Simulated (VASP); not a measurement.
Input of a VASP 6.6.1 run:

File INCAR:

```
SYSTEM = Hf
  PREC = Accurate
  ENCUT = 500
  EDIFF = 1E-7
  ISMEAR = -1
  SIGMA = 0.1
  LREAL = .FALSE.
  LASPH = .TRUE.
  NELM = 120
  ALGO = Normal
  ISIF = 3
  LWAVE = .FALSE.
  LCHARG = .FALSE.
  GGA = PS
  IBRION = 2
  NSW = 100
  EDIFFG = -0.002
  PSTRESS = 70.0
  GGA_COMPAT = .FALSE.
  NELMIN = 4
```

The input KPOINTS:

```
regular mesh
0
G
  18 18 10
  0 0 0
```

The input POSCAR:

```
Hf
1.0
    3.1581217154      0.0000000000      0.0000000000
   -1.5790608577      2.7350136338      0.0000000000
    0.0000000000      0.0000000000      5.0042329878
Hf
2
Direct
    0.3333333333      0.6666666667      0.2500000000
    0.6666666667      0.3333333333      0.7500000000
```

Potentials or basis: VASP PAW PBE potentials, release 64 (Hf_pv).

Command:

```bash
$ cat potpaw_PBE.64/Hf_pv/POTCAR > POTCAR
$ mpirun -np 1 vasp_std > vasp.out
```

Question: Predict the relaxed volume.

Answer: 20.37 Å³/atom.

Question: What does it give for the relaxed cell?

Answer: a = 3.094 Å, b = 3.094 Å, c = 4.915 Å, α = 90.00°, β = 90.00°, γ = 120.00°.

Question: What does it give for the band gap on the k mesh?

Answer: Zero (bands 10 and 11 overlap by 1.54 eV).

Question: What does it give for the space group after relaxing (to 0.1 Å)?

Answer: P6_3/mmc (No. 194).

Final structure:
```
Hf
1.0
     3.09416    0.00000    0.00000
    -1.54708    2.67962    0.00000
     0.00000    0.00000    4.91461
Hf
2
Direct
  0.33333 0.66667 0.25000
  0.66667 0.33333 0.75000
```

Caveat: the cell is relaxed towards a set pressure, so the run minimises the enthalpy, not the energy; the PAW data sets were made with another functional, which shifts forces and pressure a little; spin-orbit coupling is left out, which moves the levels of the heavy elements.
